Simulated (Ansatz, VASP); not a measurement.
Ti: VASP beside Ansatz

INCAR

```
SYSTEM = Ti
PREC = Accurate
ENCUT = 520
EDIFF = 1E-6
ISMEAR = 0
SIGMA = 0.1
LREAL = .FALSE.
LASPH = .TRUE.
NELM = 100
ALGO = Normal
ISIF = 2
LWAVE = .FALSE.
LCHARG = .TRUE.
GGA = PS
LELF = .TRUE.
LVHAR = .TRUE.
NBANDS = 12
```

The input KPOINTS:

```
Automatic mesh
0
G
  18 18 18
  0 0 0
```

POSCAR

```
Ti
1.0
   -1.7118255600      1.7118255600      1.7118255600
    1.7118255600     -1.7118255600      1.7118255600
    1.7118255600      1.7118255600     -1.7118255600
Ti
1
Direct
    0.0000000000      0.0000000000      0.0000000000
```

Input for Ansatz:

```yaml
crystal:
  lattice:
    - [-1.71182556, 1.71182556, 1.71182556]
    - [1.71182556, -1.71182556, 1.71182556]
    - [1.71182556, 1.71182556, -1.71182556]
  atoms:
    - { symbol: Ti, position: [0.0, 0.0, 0.0] }
basis:
  ecutwfc: 420
kpoints:
  mp_grid: { grid: [18, 18, 18] }
hamiltonian:
  xc: pbesol
scf:
  occupations: { method: gaussian, width: 0.1 }
output:
  forces: true
  stress: true
  eigenvalues: true
  populations: true
```

Alike in both runs: task single point; functional PBEsol; k mesh 18 × 18 × 18; occupations gaussian, width 0.1 eV; no spin polarisation.

|  | VASP | Ansatz |
| --- | --- | --- |
| version | VASP 6.6.1 | Ansatz 0.2.0 |
| potentials or method | VASP PAW PBE potentials, release 64 (Ti_sv), cutoff 520 eV | scalar-relativistic, plane waves, PAW |
| valence electrons in the cell | 12 | 12 |

|  | VASP | Ansatz | Ansatz less VASP |
| --- | --- | --- | --- |
| gap on the k mesh at the Fermi level (eV) | none | none | - |
| pressure (GPa) | -15.7 | -15.7 | +0.06 |

VASP's potentials were made for PBE, not for PBEsol. A gap of «none» marks a metal or a gap that the smearing closes.
